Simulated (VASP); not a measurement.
Here is a VASP 6.6.1 calculation.

INCAR

```
SYSTEM = HfN
PREC = Accurate
ENCUT = 520
EDIFF = 1E-6
ISMEAR = 0
SIGMA = 0.1
LREAL = .FALSE.
LASPH = .TRUE.
NELM = 60
ALGO = Normal
ISIF = 2
LWAVE = .FALSE.
LCHARG = .FALSE.
GGA = PS
NBANDS = 23
```

The input KPOINTS:

```
regular mesh
0
G
  18 18 10
  0 0 0
```

POSCAR

```
HfN
1.0
    2.9400448661      0.0000000000      0.0000000000
   -1.4700224330      2.5461535423      0.0000000000
    0.0000000000      0.0000000000      5.5853104329
Hf N
2 2
Direct
    0.6666666667      0.3333333333      0.7500000000
    0.3333333333      0.6666666667      0.2500000000
    0.0000000000      0.0000000000      0.0000000000
    0.0000000000      0.0000000000      0.5000000000
```

Potentials or basis: VASP PAW PBE potentials, release 64 (Hf_pv, N).

Launch:

```bash
$ cat potpaw_PBE.64/Hf_pv/POTCAR potpaw_PBE.64/N/POTCAR > POTCAR
$ mpirun -np 1 vasp_std > vasp.out
```

Task: Estimate the pressure.

Result: 27.1 GPa.

Task: What does it give for the band gap on the k mesh?

Result: Zero (bands 15 and 16 overlap by 2.30 eV).

Stress tensor (GPa, compression positive):
```
41.76  0.00  0.00
 0.00 41.76  0.00
 0.00  0.00 -2.30
```

Caveat: the cell differs from its parent crystal (biaxial strain in the a-b plane: -6.0 %, then relaxed in part); the stress differs along the axes, from -2 to 42 GPa; the PAW data sets were made with another functional, which shifts forces and pressure a little; spin-orbit coupling is left out, which moves the levels of the heavy elements.
